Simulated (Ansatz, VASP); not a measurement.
# GaN in VASP and in Ansatz

File POSCAR:

```
GaN
1.0
    0.0000000000      2.2535006075      2.1408255771
    2.2535006075      0.0000000000      2.1408255771
    2.2535006075      2.2535006075      0.0000000000
Ga N
1 1
Direct
    0.0000000000      0.0000000000      0.0000000000
    0.7500000000      0.7500000000      0.7500000000
```

The input INCAR.step1:

```
SYSTEM = GaN
PREC = Accurate ; ENCUT = 520
ISMEAR = 0 ; SIGMA = 0.05
LREAL = .False. ; LASPH = .True.
NELM = 100 ; NBANDS = 16
GGA = PE ; ALGO = Normal
EDIFF = 1E-4 ; LWAVE = .True.
LCHARG = .False.
```

The input INCAR.step2:

```
SYSTEM = GaN
PREC = Accurate ; ENCUT = 520
EDIFF = 1E-6 ; ISMEAR = 0
SIGMA = 0.05 ; LREAL = .False.
LASPH = .True. ; NELM = 100
ALGO = Normal ; ISIF = 2
LWAVE = .False. ; LCHARG = .True.
METAGGA = R2SCAN ; LMIXTAU = .True.
LELF = .True. ; LVHAR = .True.
NBANDS = 16 ; ISTART = 1
```

Contents of KPOINTS:

```
Automatic mesh
0
Gamma
  10 10 10
  0 0 0
```

Input for Ansatz:

```yaml
crystal:
  lattice:
    - [0.0, 2.2535006075, 2.1408255771]
    - [2.2535006075, 0.0, 2.1408255771]
    - [2.2535006075, 2.2535006075, 0.0]
  atoms:
    - { symbol: Ga, position: [0.0, 0.0, 0.0] }
    - { symbol: "N", position: [0.75, 0.75, 0.75] }
basis:
  ecutwfc: 500
kpoints:
  mp_grid: { grid: [10, 10, 10] }
hamiltonian:
  xc: r2scan
scf:
  occupations: { method: gaussian, width: 0.05 }
output:
  forces: true
  stress: true
  eigenvalues: true
```

Change from the starting cell: strain -0.0500 x Voigt [0, 0, 1, 0, 0, 0], atoms carried along.

Alike in both runs: task single point; functional r2SCAN; k mesh 10 × 10 × 10; occupations gaussian, width 0.05 eV; no spin polarisation.

|  | VASP | Ansatz |
| --- | --- | --- |
| version | VASP 6.6.1 | Ansatz 0.2.0 |
| potentials or method | VASP PAW PBE potentials, release 64 (Ga_d, N), cutoff 520 eV | scalar-relativistic, plane waves, PAW |
| valence electrons in the cell | 18 | 18 |

```tsv
	VASP	Ansatz	Ansatz less VASP
gap on the k mesh at the Fermi level (eV)	2.31	2.32	+0.011
least direct gap on the mesh (eV)	2.31	2.32	+0.011
pressure (GPa)	10.8	9.6	-1.19
traceless stress, the component that is largest in VASP (GPa)	3.67	3.78	+0.118
```

VASP's potentials were made for PBE, not for r2SCAN. The functional is the same, so the differences come from potentials, cutoffs and numerics.
